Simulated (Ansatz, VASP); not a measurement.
# PN: VASP beside Ansatz

File INCAR:

```
SYSTEM = PN
PREC = Accurate ; ENCUT = 520
EDIFF = 1E-6 ; ISMEAR = 0
SIGMA = 0.1 ; LREAL = .False.
LASPH = .True. ; NELM = 80
ALGO = Normal ; ISIF = 2
LWAVE = .False. ; LCHARG = .False.
GGA = PE ; IVDW = 12
NBANDS = 12
```

Contents of KPOINTS:

```
regular mesh
0
Gamma
  6 6 4
  0 0 0
```

Contents of POSCAR:

```
PN
1.0
    2.9973376000      0.0000000000      0.0000000000
    0.0000000000      2.9973376000      0.0000000000
    0.0000000000      0.0000000000      3.9275320600
P N
1 1
Direct
    0.0000000000      0.0000000000      0.5000000000
    0.5000000000      0.5000000000      0.5000000000
```

Input for Ansatz:

```yaml
crystal:
  lattice:
    - [2.9973376, 0.0, 0.0]
    - [0.0, 2.9973376, 0.0]
    - [0.0, 0.0, 3.92753206]
  atoms:
    - { symbol: P, position: [0.0, 0.0, 0.5] }
    - { symbol: "N", position: [0.5, 0.5, 0.5] }
basis:
  ecutwfc: 420
kpoints:
  mp_grid: { grid: [6, 6, 4] }
hamiltonian:
  xc: pbe
  dispersion: d3bj
scf:
  occupations: { method: gaussian, width: 0.1 }
  lower_state_search: "off"
output:
  forces: true
  stress: true
  eigenvalues: true
```

Alike in both runs: task single point; functional PBE; dispersion D3(BJ); k mesh 6 × 6 × 4; occupations gaussian, width 0.1 eV; no spin polarisation.

|  | VASP | Ansatz |
| --- | --- | --- |
| version | VASP 6.6.1 | Ansatz 0.2.0 |
| potentials or method | VASP PAW PBE potentials, release 64 (P, N), cutoff 520 eV | scalar-relativistic, plane waves, PAW |
| valence electrons in the cell | 10 | 10 |

```csv
,VASP,Ansatz,Ansatz less VASP
gap on the k mesh at the Fermi level (eV),none,none,-
pressure (GPa),-19.0,-18.9,+0.10
"traceless stress, the component that is largest in VASP (GPa)",14.79,14.75,-0.038
```

A gap of «none» marks a metal or a gap that the smearing closes.

The k mesh is coarse, so the values compare programs but aren't converged.
